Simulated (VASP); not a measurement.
MgO, 2 atoms in the cell. Symmetry: Fm-3m, No. 225, cubic system. The conventional cell has a = 4.095 Å, b = 4.095 Å, c = 4.095 Å, α = 90.00°, β = 90.00°, γ = 90.00°. Within 2.7 Å of Mg (site symmetry m-3m) lie 6 O at 2.05 Å. O (site symmetry m-3m) has 6 Mg at 2.05 Å within 2.7 Å. 

- Program: VASP 6.6.1
- Task: single point
- Functional: PBE
- Potentials or basis: VASP PAW PBE potentials, release 64 (Mg, O)
- Cutoff: 520 eV
- k mesh: 6 × 6 × 6
- Occupations: gaussian, width 0.01 eV
- Spin: no spin polarisation
- Dipole correction: no
- Further INCAR settings: ALGO = Normal; EDIFF = 1e-07; NBANDS = 11

Potentials or basis: VASP PAW PBE potentials, release 64 (Mg, O).

Launch:

```bash
$ cat potpaw_PBE.64/Mg/POTCAR potpaw_PBE.64/O/POTCAR > POTCAR
$ mpirun -np 1 vasp_std > vasp.out
```

Hardware: 1 thread of Intel Xeon 8259CL, on a shared host.

Question: How long does it take, and how much memory?

Answer: Wall time 6.5 s on 1 thread of Intel Xeon 8259CL, on a shared host, peak memory 0.14 GiB. Counts: scf iterations 13, k points 16.
